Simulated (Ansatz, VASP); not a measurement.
Two plane-wave programs on CaC2

```
Ca C
1.0
     1.94440    1.12260    3.95387
    -1.94440    1.12260    3.95387
     0.00000   -2.24520    3.95387
Ca C
1 2
Direct
  0.00000 0.00000 0.00000
  0.55292 0.55292 0.55292
  0.44709 0.44709 0.44709
```

Alike in both runs: task relaxation of cell and atoms; functional LDA; k mesh 9 × 9 × 9; occupations gaussian, width 0.02 eV; no spin polarisation.

|  | VASP | Ansatz |
| --- | --- | --- |
| version | VASP 6.6.1 | Ansatz 0.2.0 |
| potentials or method | VASP PAW LDA potentials, release 64 (Ca_sv, C), cutoff 600 eV | scalar-relativistic, plane waves, PAW |
| valence electrons in the cell | 18 | 18 |

```csv
,VASP,Ansatz,Ansatz less VASP
"gap on the k mesh at the Fermi level, each at its own relaxed structure (eV)",2.51,2.53,+0.014
relaxed volume (Å³/atom),15.85,15.81,-0.040
relaxed cell length with the largest relative difference (Å),4.429,4.425,-0.0038
```

LDA's correlation is that of Perdew and Zunger in VASP and of Perdew and Wang (1992) in Ansatz.
